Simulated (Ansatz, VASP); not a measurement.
**Two plane-wave programs on Ti**

Contents of POSCAR:

```
Ti
1.0
    4.0600000000     -4.0600000000      0.0000000000
    4.0600000000      0.0000000000      4.0600000000
    0.0000000000     -4.0600000000      4.0600000000
Ti
8
Direct
    0.5000000000     -0.0522492695      0.0522492695
    0.5000000000      0.0000000000      0.5000000000
    0.5000000000      0.5000000000      0.0000000000
    0.5000000000      0.5000000000      0.5000000000
    0.0000000000      0.0000000000      0.0000000000
    0.0000000000      0.0000000000      0.5000000000
    0.0000000000      0.5000000000      0.0000000000
    0.0000000000      0.5000000000      0.5000000000
```

File INCAR.step1:

```
SYSTEM = Ti
ALGO = Normal
EDIFF = 1E-5
ENCUT = 550
GGA = PE
GGA_COMPAT = .FALSE.
ISMEAR = 0
KPAR = 4
LASPH = .TRUE.
LCHARG = .FALSE.
LREAL = .FALSE.
LWAVE = .TRUE.
NBANDS = 58
NELM = 120
PREC = Accurate
SIGMA = 0.15
```

The input INCAR.step2:

```
SYSTEM = Ti
ALGO = Normal
EDIFF = 1E-6
ENCUT = 550
GGA_COMPAT = .FALSE.
ISIF = 2
ISMEAR = 0
ISTART = 1
KPAR = 4
LASPH = .TRUE.
LCHARG = .FALSE.
LMIXTAU = .TRUE.
LREAL = .FALSE.
LWAVE = .FALSE.
METAGGA = R2SCAN
NBANDS = 58
NELM = 120
PREC = Accurate
SIGMA = 0.15
```

The input KPOINTS:

```
k-points
0
G
  10 10 10
  0 0 0
```

Input for Ansatz:

```yaml
crystal:
  lattice:
    - [4.06, -4.06, 0.0]
    - [4.06, 0.0, 4.06]
    - [0.0, -4.06, 4.06]
  atoms:
    - { symbol: Ti, position: [0.5, -0.0522492695, 0.0522492695] }
    - { symbol: Ti, position: [0.5, 0.0, 0.5] }
    - { symbol: Ti, position: [0.5, 0.5, 0.0] }
    - { symbol: Ti, position: [0.5, 0.5, 0.5] }
    - { symbol: Ti, position: [0.0, 0.0, 0.0] }
    - { symbol: Ti, position: [0.0, 0.0, 0.5] }
    - { symbol: Ti, position: [0.0, 0.5, 0.0] }
    - { symbol: Ti, position: [0.0, 0.5, 0.5] }
basis:
  ecutwfc: 500
kpoints:
  mp_grid: { grid: [10, 10, 10] }
hamiltonian:
  xc: r2scan
scf:
  occupations: { method: gaussian, width: 0.15 }
output:
  forces: true
  stress: true
  eigenvalues: true
```

Alike in both runs: task single point; functional r2SCAN; k mesh 10 × 10 × 10; occupations gaussian, width 0.15 eV; no spin polarisation.

|  | VASP | Ansatz |
| --- | --- | --- |
| version | VASP 6.6.1 | Ansatz 0.2.0 |
| potentials or method | VASP PAW PBE potentials, release 64 (Ti_sv), cutoff 550 eV | scalar-relativistic, plane waves, PAW |
| valence electrons in the cell | 96 | 96 |

VASP gave:

```
gap on the k mesh at the Fermi level (eV)                     : none
pressure (GPa)                                                : 5.5
traceless stress, the component that is largest in VASP (GPa) : 0.72
rms of the force components (eV/Å)                            : 0.450
```

Task: What did Ansatz give for the same quantities?

Result: gap on the k mesh at the Fermi level (eV): none; pressure (GPa): 5.0; traceless stress, the component that is largest in VASP (GPa): 0.70; rms of the force components (eV/Å): 0.440.

VASP's potentials were made for PBE, not for r2SCAN. Atom by atom the forces differ by 0.010 eV/Å (rms over components). A gap of «none» marks a metal or a gap that the smearing closes. With one functional, cell and mesh, what is left measures potentials, basis and numerics.
